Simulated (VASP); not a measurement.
# Zn2SeS (P-4m2) in VASP: a series of runs

The runs below take Zn2SeS through single point, with LDA.

Everything below comes from runs of VASP 6.6.1. Logs are shortened: lines on timing, memory, paths and dates and some standing lists are left out, and cuts for length are marked.

**1. The cell of the first run**

The structure is tetragonal, space group P-4m2 (No. 115). The conventional cell has a = 4.202 Å, b = 4.202 Å, c = 5.522 Å, α = 90.00°, β = 90.00°, γ = 90.00°. Within 3.3 Å of Zn (site symmetry 2mm) lie 2 S at 2.48 Å and 2 Se at 2.55 Å. Se (site symmetry -4m2) has 4 Zn at 2.55 Å within 3.4 Å. Within 3.3 Å of S (site symmetry -4m2) lie 4 Zn at 2.48 Å.

**2. Single point, LDA (strain +0.0750 x Voigt [1, 1, 0, 0, 0, 0])**

Contents of INCAR:

```
SYSTEM = Zn2SeS
PREC = Accurate
ENCUT = 520
EDIFF = 1E-6
ISMEAR = 0
SIGMA = 0.05
LREAL = .False.
LASPH = .True.
NELM = 100
ALGO = Normal
ISIF = 2
LWAVE = .False.
LCHARG = .False.
GGA = CA
NBANDS = 26
```

Contents of KPOINTS:

```
Automatic mesh
0
Gamma
  8 8 6
  0 0 0
```

Contents of POSCAR:

```
Zn2SeS
1.0
    4.2024835895      0.0000000000      0.0000000000
    0.0000000000      4.2024835895      0.0000000000
    0.0000000000      0.0000000000      5.5221151400
Zn Se S
2 1 1
Direct
    0.5000000000      0.0000000000      0.7630636300
    0.0000000000      0.5000000000      0.2369363700
    0.0000000000      0.0000000000      0.5000000000
    0.5000000000      0.5000000000      0.0000000000
```

Potentials or basis: VASP PAW LDA potentials, release 64 (Zn, Se, S).

Started as:

```
> cat potpaw_LDA.64/Zn/POTCAR potpaw_LDA.64/Se/POTCAR potpaw_LDA.64/S/POTCAR > POTCAR
> mpirun -np 1 vasp_std > vasp.out
```

OUTCAR:

```text
SYSTEM = Zn2SeS
   PREC = Accurate
   ENCUT = 520
   EDIFF = 1E-6
   ISMEAR = 0
   LREAL = .False.
   LASPH = .True.
   NELM = 100
   ISIF = 2
   GGA = CA

 ion  position               nearest neighbor table
   1  0.500  0.000  0.763-   4 2.48   4 2.48   3 2.55   3 2.55
   2  0.000  0.500  0.237-   4 2.48   4 2.48   3 2.55   3 2.55
   3  0.000  0.000  0.500-   1 2.55   2 2.55   2 2.55   1 2.55
   4  0.500  0.500  0.000-   1 2.48   2 2.48   1 2.48   2 2.48

  LATTYP: Found a simple tetragonal cell.
 ALAT       =     4.2024835895
 C/A-ratio  =     1.3140123031

  Lattice vectors:

 A1 = (   4.2024835895,   0.0000000000,   0.0000000000)
 A2 = (   0.0000000000,   4.2024835895,   0.0000000000)
 A3 = (   0.0000000000,   0.0000000000,   5.5221151400)

Analysis of symmetry for initial positions (statically):
=====================================================================
 Subroutine PRICEL returns:
 Original cell was already a primitive cell.

 Routine SETGRP: Setting up the symmetry group for a
 simple tetragonal supercell.

 Subroutine GETGRP returns: Found  8 space group operations
 (whereof  8 operations were pure point group operations)
 out of a pool of 16 trial point group operations.

The static configuration has the point symmetry D_2d.

Analysis of symmetry for dynamics (positions and initial velocities):
=====================================================================
 Subroutine PRICEL returns:
 Original cell was already a primitive cell.

 Routine SETGRP: Setting up the symmetry group for a
 simple tetragonal supercell.

 Subroutine GETGRP returns: Found  8 space group operations
 (whereof  8 operations were pure point group operations)
 out of a pool of 16 trial point group operations.

The dynamic configuration has the point symmetry D_2d.

 Subroutine INISYM returns: Found  8 space group operations
 (whereof  8 operations are pure point group operations),
 and found     1 'primitive' translations

----------------------------------------------------------------------------------------

                                     Primitive cell

  volume of cell :      97.5253

  direct lattice vectors                    reciprocal lattice vectors
     4.202483589  0.000000000  0.000000000     0.237954528  0.000000000  0.000000000
     0.000000000  4.202483589  0.000000000     0.000000000  0.237954528  0.000000000
     0.000000000  0.000000000  5.522115140     0.000000000  0.000000000  0.181090031

[... 82 lines left out ...]
   LNONCOLLINEAR =      F non collinear calculations
   LSORBIT =      F    spin-orbit coupling
   LASPH  =      T    aspherical Exc in radial PAW
   ENCUT  =  520.0 eV  38.22 Ry    6.18 a.u.   7.81  7.81 10.27*2*pi/ulx,y,z
   NELM   =    100;   NELMIN=  2; NELMDL= -5     # of ELM steps
   EDIFF  = 0.1E-05   stopping-criterion for ELM
   LREAL  =      F    real-space projection
   EDIFFG = 0.1E-04   stopping-criterion for IOM
   NSW    =      0    number of steps for IOM
   IBRION =     -1    ionic relax: 0-MD 1-quasi-New 2-CG
   NFREE  =      0    steps in history (QN), initial steepest desc. (CG)
   ISIF   =      2    stress and relaxation
   ISYM   =      2    0-nonsym 1-usesym 2-fastsym
   POTIM  = 0.5000    time-step for ionic-motion
   TEBEG  =    0.0;   TEEND  =   0.0 temperature during run
   PSTRESS=    0.0 pullay stress
   NELECT =      36.0000    total number of electrons
   NUPDOWN=      -1.0000    fix difference up-down
   EMIN   =  10.00;   EMAX   =-10.00  energy-range for DOS
   EFERMI =   0.00;   METHOD = LEGACY
   ISMEAR =     0;   SIGMA  =   0.05  broadening in eV -4-tet -1-fermi 0-gaus
   EFERMI_NEDOS =   21; number of points for ismear=-14 and -15
   IALGO  =     38    algorithm
   IMIX   =      4    mixing-type and parameters
     AMIX     =   0.40;   BMIX     =  1.00
     AMIX_MAG =   1.60;   BMIX_MAG =  1.00
  volume/ion in A,a.u.               =      24.38       164.53
  Fermi-wavevector in a.u.,A,eV,Ry     =   1.174365  2.219228 18.764251  1.379134
  Thomas-Fermi vector in A             =   2.310763
   LORBIT       =      0    0 simple, 1 ext, 2 COOP (PROOUT), +10 PAW based schemes
   GGA     = CA    functional components
   LHFCALC =     F    Hartree Fock is set to
   AEXX    =    0.0000 exact exchange contribution
   IVDW    =     0    specifies the selected vdW correction
   LEPSILON=     F    determine dielectric tensor
   LRPA    =     F    only Hartree local field effects (RPA)
 non-spin polarized calculation
 Gauss-broadening in eV      SIGMA  =   0.05
  energy-cutoff  :      520.00
  volume of cell :       97.53
 maximum number of plane-waves:      2648
 NGX is ok and might be reduce to    32
   NGX = 15   NGY = 15   NGZ = 21

 number of electron      36.0000011 magnetization

 Free energy of the ion-electron system (eV)
  ---------------------------------------------------
  ext. energy  EPLUGINS =         0.00000000
  ---------------------------------------------------
  free energy    TOTEN  =       -14.87546885 eV

  energy without entropy =      -14.87546885  energy(sigma->0) =      -14.87546885

 E-fermi :   0.9217     XC(G=0):  -9.2594

 val. band max:        0.6637389818   @ k =   0.0000   0.0000   0.0000
 cond. band min:       1.4054837081   @ k =   0.0000   0.0000   0.0000
 fundamental gap:      0.7417447262
 Fermi energy:         0.9217281837

 k-point     1 :       0.0000    0.0000    0.0000
  band No.  band energies     occupation
      1     -11.8192      2.00000
      2     -10.8855      2.00000
      3      -5.6260      2.00000
      4      -5.6260      2.00000
      5      -5.5989      2.00000
      6      -5.5574      2.00000
[... 685 lines left out ...]
     25       8.5186      0.00000
     26       8.6056      0.00000

 [... further k-points ...]
[... 5 lines left out ...]
  --------------------------------------------------------------------------------------
  -------------------------------------------------------------------------------------
  Total       -6.5795164     -6.5795164     -4.8176566      0.0000000      0.0000000      0.0000000
  in kB     -108.0903807   -108.0903807    -79.1459887      0.0000000      0.0000000      0.0000000
  external PRESSURE =     -98.4422500 kB  Pullay stress =       0.0000000 kB

 VOLUME and BASIS-vectors are now :
 -----------------------------------------------------------------------------
  energy-cutoff  :      520.00
  volume of cell :       97.53
      direct lattice vectors                 reciprocal lattice vectors
     4.202483589  0.000000000  0.000000000     0.237954528  0.000000000  0.000000000
     0.000000000  4.202483589  0.000000000     0.000000000  0.237954528  0.000000000
     0.000000000  0.000000000  5.522115140     0.000000000  0.000000000  0.181090031

 POSITION                                       TOTAL-FORCE (eV/Angst)
 -----------------------------------------------------------------------------------
      2.10124      0.00000      4.21373        -0.000000     -0.000000     -0.040418
      0.00000      2.10124      1.30839         0.000000     -0.000000      0.040418
      0.00000      0.00000      2.76106        -0.000000      0.000000      0.000000
      2.10124      2.10124      0.00000        -0.000000      0.000000      0.000000
 -----------------------------------------------------------------------------------
    total drift:                                0.000000      0.000000      0.000000

  FREE ENERGIE OF THE ION-ELECTRON SYSTEM (eV)
  ---------------------------------------------------
  free  energy   TOTEN  =       -14.8754688474 eV

  energy  without entropy=      -14.8754688474  energy(sigma->0) =      -14.87546885
```

OSZICAR:

```text
N       E                     dE             d eps       ncg     rms          rms(c)
DAV:   1     0.230415815211E+03    0.23042E+03   -0.16724E+04  3120   0.155E+03
DAV:   2     0.777634820865E+01   -0.22264E+03   -0.21380E+03  3226   0.331E+02
DAV:   3    -0.151101741237E+02   -0.22887E+02   -0.22665E+02  3784   0.106E+02
DAV:   4    -0.156268132258E+02   -0.51664E+00   -0.51550E+00  3580   0.161E+01
DAV:   5    -0.156331185166E+02   -0.63053E-02   -0.63040E-02  3756   0.169E+00    0.650E+00
DAV:   6    -0.149132971289E+02    0.71982E+00   -0.14848E+00  4590   0.304E+01    0.505E+00
DAV:   7    -0.148870815169E+02    0.26216E-01   -0.64119E-01  3378   0.520E+00    0.235E+00
DAV:   8    -0.148767065276E+02    0.10375E-01   -0.22407E-02  4158   0.138E+00    0.576E-01
DAV:   9    -0.148754081427E+02    0.12984E-02   -0.46985E-03  4396   0.982E-01    0.182E-01
DAV:  10    -0.148754581066E+02   -0.49964E-04   -0.52120E-04  3696   0.184E-01    0.970E-02
DAV:  11    -0.148754693983E+02   -0.11292E-04   -0.60160E-05  3284   0.468E-02    0.182E-02
DAV:  12    -0.148754688474E+02    0.55096E-06   -0.46487E-06  3734   0.182E-02
   1 F= -.14875469E+02 E0= -.14875469E+02  d E =-.201224E-15
```

stdout:

```text
POSCAR found type information on POSCAR ZnSeS
 POSCAR found :  3 types and       4 ions
 scaLAPACK will be used
 LDA part: xc-table for (Slater(with rela. corr.)+CA(PZ))
 , standard interpolation
 POSCAR, INCAR and KPOINTS ok, starting setup
 FFT: planning ... GRIDC
 FFT: planning ... GRID_SOFT
 FFT: planning ... GRID
 WAVECAR not read
 entering main loop
```

Run time: 62 s. Hardware: 1 thread of AMD EPYC 9R14 (Zen 4), shared host; peak memory 0.24 GiB.

Results:

```yaml
Free_energy: -14.8755 eV
Pressure: -9.8 GPa
Largest_force: 0.040 eV/Å
Band_gap_on_the_k_mesh: 0.74 eV
```

Forces in eV/Å, atoms in the order of the input:
```
Zn   0.000  0.000 -0.040
Zn   0.000  0.000  0.040
Se   0.000  0.000  0.000
S    0.000  0.000  0.000
```

Caveat: the cell differs from its parent crystal (strain +0.0750 x Voigt [1, 1, 0, 0, 0, 0]); the cell stands under tension.

**3. Single point, LDA (strain +0.0875 x Voigt [1, 1, 0, 0, 0, 0])**

Contents of INCAR:

```
SYSTEM = Zn2SeS
ALGO = Normal
EDIFF = 1E-6
ENCUT = 520
GGA = CA
ISIF = 2
ISMEAR = 0
LASPH = .True.
LCHARG = .False.
LREAL = .False.
LWAVE = .False.
NBANDS = 26
NELM = 60
PREC = Accurate
SIGMA = 0.05
```

Contents of KPOINTS:

```
k-points
0
Gamma
  8 8 6
  0 0 0
```

Edit POSCAR of step 2 so:

```diff
@@ -2,4 +2,4 @@
 1.0
-    4.2024835895      0.0000000000      0.0000000000
-    0.0000000000      4.2024835895      0.0000000000
+    4.2513496777      0.0000000000      0.0000000000
+    0.0000000000      4.2513496777      0.0000000000
     0.0000000000      0.0000000000      5.5221151400
```

Potentials or basis: VASP PAW LDA potentials, release 64 (Zn, Se, S).

Started as:

```
> cat potpaw_LDA.64/Zn/POTCAR potpaw_LDA.64/Se/POTCAR potpaw_LDA.64/S/POTCAR > POTCAR
> mpirun -np 1 vasp_std > vasp.out
```

Run time: 61 s. Hardware: 1 thread of AMD EPYC 9R14 (Zen 4), shared host; peak memory 0.24 GiB.

It converged, with:

```
Free energy            : -14.7165 eV
Pressure               : -10.5 GPa
Largest force          : 0.046 eV/Å
Band gap on the k mesh : 0.64 eV
```

Forces on the atoms (eV/Å):
```
Zn   0.000  0.000 -0.046
Zn   0.000  0.000  0.046
Se   0.000  0.000  0.000
S    0.000  0.000  0.000
```

Stress tensor (GPa, compression positive):
```
-11.57   0.00   0.00
  0.00 -11.57   0.00
  0.00   0.00  -8.28
```

Levels at points of the mesh, in eV from the valence-band top:
| k point | band 16 | band 17 | band 18 | band 19 | band 20 | band 21 |
| --- | --- | --- | --- | --- | --- | --- |
| (0.00, 0.00, 0.00) | -0.18 | -0.18 | 0.00 | 0.64 | 2.87 | 3.02 |
| (0.50, 0.00, 0.00) | -1.91 | -1.30 | -0.77 | 3.35 | 3.63 | 5.55 |
| (0.50, 0.50, 0.00) | -1.62 | -1.62 | -1.59 | 3.05 | 3.47 | 3.63 |
| (0.00, 0.00, 0.50) | -1.51 | -0.98 | -0.98 | 3.00 | 3.41 | 3.95 |
| (0.50, 0.00, 0.50) | -0.70 | -0.64 | -0.59 | 2.08 | 2.34 | 5.99 |
| (0.50, 0.50, 0.50) | -2.27 | -2.25 | -2.16 | 5.00 | 5.00 | 5.53 |

Caveat: the cell differs from its parent crystal (strain +0.0875 x Voigt [1, 1, 0, 0, 0, 0]); the cell stands under tension.
